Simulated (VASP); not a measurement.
The system is Ge.

```
CELL_PARAMETERS angstrom
0.00000 2.88574 5.11566
2.63050 0.00000 5.11566
2.63050 2.88574 0.00000
ATOMIC_POSITIONS crystal
Ge 0.72649 0.27351 0.72649
Ge 0.27351 0.72649 0.27351
Ge 0.21813 0.21813 0.78187
Ge 0.78187 0.78187 0.21813
```

| Property | Result |
| --- | --- |
| Program | VASP 6.6.1 |
| Task | relaxation of cell and atoms |
| Functional | BLYP |
| Dispersion | D4 |
| Potentials or basis | VASP PAW PBE potentials, release 64 (Ge_d) |
| Cutoff | 600 eV |
| k mesh | 5 × 5 × 5 |
| Occupations | fermi-dirac, width 0.05 eV |
| Spin | no spin polarisation |

At the start: pressure 0.3 GPa; volume 19.42 Å³/atom.

Task: How do energy, volume and symmetry change on relaxing?

Result: Over 33 steps the energy falls by 63.1 meV/atom and the volume is 20.95 Å³/atom (+7.9 %); space group Fmmm (No. 69, to 0.05 Å).

The path:
```csv
step,energy change (eV),largest force (eV/Å),pressure (GPa),volume (Å³)
1,0.0000,0.1142,0.30,77.67
2,-0.0031,0.0958,0.26,78.07
3,-0.0038,0.0870,0.11,78.27
4,-0.0037,0.0683,-0.12,78.66
5,-0.0040,0.0815,0.00,78.43
6,-0.0053,0.0763,-0.20,78.56
7,-0.0081,0.0657,-0.35,78.94
8,-0.0110,0.0942,-0.38,79.71
9,-0.0474,0.4402,6.15,81.24
10,-0.1241,0.8209,-1.04,84.30
11,-0.2010,0.5623,4.61,82.69
12,-0.1902,0.4679,-0.08,83.41
13,-0.2039,0.5043,2.04,82.97
14,-0.2042,0.5203,2.75,82.88
15,-0.2135,0.4431,0.82,83.40
16,-0.2172,0.3766,-0.67,83.95
17,-0.2174,0.3690,-0.71,84.04
18,-0.2220,0.3520,-0.80,84.02
19,-0.2341,0.2945,-0.64,83.96
20,-0.2495,0.1469,-0.18,83.84
21,-0.2312,0.3555,1.32,83.59
22,-0.2518,0.0593,0.21,83.79
23,-0.2518,0.0408,0.29,83.78
24,-0.2519,0.0271,-0.40,84.01
25,-0.2521,0.0179,-0.28,83.90
26,-0.2520,0.0214,0.08,83.88
27,-0.2521,0.0168,-0.23,83.89
28,-0.2524,0.0089,-0.19,83.87
29,-0.2525,0.0178,-0.14,83.84
30,-0.2524,0.0161,0.17,83.71
31,-0.2525,0.0094,0.12,83.77
32,-0.2525,0.0121,0.03,83.80
33,-0.2525,0.0043,-0.01,83.80
```

Final structure:
```yaml
crystal:
  lattice:
    - [0.00000, 2.97890, 5.35244]
    - [2.62782, 0.00000, 5.35244]
    - [2.62782, 2.97890, 0.00000]
  atoms:
    - { symbol: Ge, position: [0.71700, 0.28300, 0.71700] }
    - { symbol: Ge, position: [0.28300, 0.71700, 0.28300] }
    - { symbol: Ge, position: [0.19837, 0.19837, 0.80163] }
    - { symbol: Ge, position: [0.80163, 0.80163, 0.19837] }
```

Caveat: the PAW data sets were made with another functional, which shifts forces and pressure a little; pairwise dispersion overbinds metals, which lowers pressure and volume.
